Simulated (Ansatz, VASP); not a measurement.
SrHf2O5 in VASP and in Ansatz

```
Sr Hf O
1.0
     2.05147   -6.69209    0.00000
     2.05147    6.69209    0.00000
     0.00000    0.00000    4.09784
Sr Hf O
1 2 5
Direct
  0.00000 0.00000 0.00000
  0.65496 0.34504 0.50000
  0.34504 0.65496 0.50000
  0.63245 0.36755 0.00000
  0.17989 0.82011 0.50000
  0.82011 0.17989 0.50000
  0.36755 0.63245 0.00000
  0.50000 0.50000 0.50000
```

Alike in both runs: functional PBE; k mesh 6 × 6 × 6; occupations gaussian, width 0.02 eV; no spin polarisation.

Ansatz relaxed the structure, and its values are those at the end. VASP's run is a single point on that final structure, the one shown.

|  | VASP | Ansatz |
| --- | --- | --- |
| version | VASP 6.6.1 | Ansatz 0.2.0 |
| potentials or method | VASP PAW PBE potentials, release 64 (Sr_sv, Hf_pv, O), cutoff 520 eV | scalar-relativistic, plane waves, PAW |
| valence electrons in the cell | 60 | 92 |

```csv
,VASP,Ansatz,Ansatz less VASP
gap on the k mesh at the Fermi level (eV),3.31,3.36,+0.052
least direct gap on the mesh (eV),3.58,3.57,-0.006
pressure (GPa),-1.7,0.0,+1.71
rms of the force components (eV/Å),0.029,0.001,-0.0282
```

VASP's potentials hold 60 valence electrons a cell and Ansatz's 92, so a difference there can come from the potentials and not from the codes.

Neither program's run includes spin-orbit coupling.
